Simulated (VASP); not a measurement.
A run of VASP 6.6.1 is set up as follows.

Contents of INCAR:

```
PREC = Accurate ; ENCUT = 520
EDIFF = 1E-7 ; ISMEAR = 0
SIGMA = 0.05 ; LREAL = False
LASPH = True ; NELM = 150
ALGO = Normal ; ISIF = 2
LWAVE = False ; LCHARG = True
MAGMOM = 0 0 0.32 0 0 1.35 ; LORBIT = 11
LSORBIT = True ; GGA_COMPAT = False
LORBMOM = True ; LMAXMIX = 4
GGA = PE ; LVHAR = True
NBANDS = 33
```

Contents of KPOINTS:

```
regular mesh
0
Gamma
  12 12 12
```

POSCAR

```
TiCo
1.0
    2.9850037129      0.0000000000      0.0000000000
    0.0000000000      2.9850037129      0.0000000000
    0.0000000000      0.0000000000      2.9850037129
Ti Co
1 1
Direct
    0.0000000000      0.0000000000      0.0000000000
    0.5000000000      0.5000000000      0.5000000000
```

Potentials or basis: VASP PAW PBE potentials, release 64 (Ti_sv, Co).

Launch:

```bash
$ cat potpaw_PBE.64/Ti_sv/POTCAR potpaw_PBE.64/Co/POTCAR > POTCAR
$ mpirun -np 1 vasp_ncl > vasp.out
```

(1) Predict the net moment.

(2) Predict the pressure.

Results:

(1) 0.86 μB per cell.

(2) -0.6 GPa.
